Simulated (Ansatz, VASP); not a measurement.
One calculation of Co, two programs

```
CELL_PARAMETERS angstrom
2.48496 0.00000 0.00000
-1.24248 2.15204 0.00000
0.00000 0.00000 4.03571
ATOMIC_POSITIONS crystal
Co 0.33333 0.66667 0.25000
Co 0.66667 0.33333 0.75000
```

Change from the starting cell: volume scaled by 0.96.

Alike in both runs: task single point; functional PBE; k mesh 19 × 19 × 10; occupations fermi-dirac, width 0.05 eV; collinear spin.

|  | VASP | Ansatz |
| --- | --- | --- |
| version | VASP 6.6.1 | Ansatz 0.2.0 |
| potentials or method | VASP PAW PBE potentials, release 64 (Co), cutoff 520 eV | all-electron LAPW, scalar-relativistic |

Ansatz gave:

- pressure (GPa): 1.3
- traceless stress, the component that is largest in VASP (GPa): -1.05
- net moment per atom (μB): 1.61
- size of the moment on the site where the two differ most (μB): 1.67

**Question.** Which values does VASP return?

**Answer.** Pressure (GPa): 0.6; traceless stress, the component that is largest in VASP (GPa): -1.10; net moment per atom (μB): 1.60; size of the moment on the site where the two differ most (μB): 1.62.

Site moments also hang on the region over which each program counts them. Ansatz ran all-electron here, and VASP with PAW potentials.
